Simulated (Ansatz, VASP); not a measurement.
**Two plane-wave programs on CaO**

```
CELL_PARAMETERS angstrom
0.00000 2.40356 2.40356
2.40356 0.00000 2.40356
2.40356 2.40356 0.00000
ATOMIC_POSITIONS crystal
Ca 0.00000 0.00000 0.00000
O 0.50000 0.50000 0.50000
```

Alike in both runs: functional LDA; k mesh 10 × 10 × 10; occupations gaussian, width 0.02 eV; collinear spin.

```csv
,VASP,Ansatz
version,VASP 6.6.1,Ansatz 0.2.0
potentials or method,"VASP PAW LDA potentials, release 64 (Ca_sv, O)",Ansatz PAW
plane-wave cutoff (eV),520,420
valence electrons in the cell,16,16
task,single point,electrostatic potential
```

Ansatz gave:

* gap on the k mesh at the Fermi level (eV): 3.49
* least direct gap on the mesh (eV): 3.86
* pressure (GPa): -7.0
* net moment per atom (μB): 0.00

**Question.** Which values does VASP return?

**Answer.** gap on the k mesh at the Fermi level (eV): 3.46; least direct gap on the mesh (eV): 3.83; pressure (GPa): -6.3; net moment per atom (μB): 0.00.

LDA's correlation is that of Perdew and Zunger in VASP and of Perdew and Wang (1992) in Ansatz.
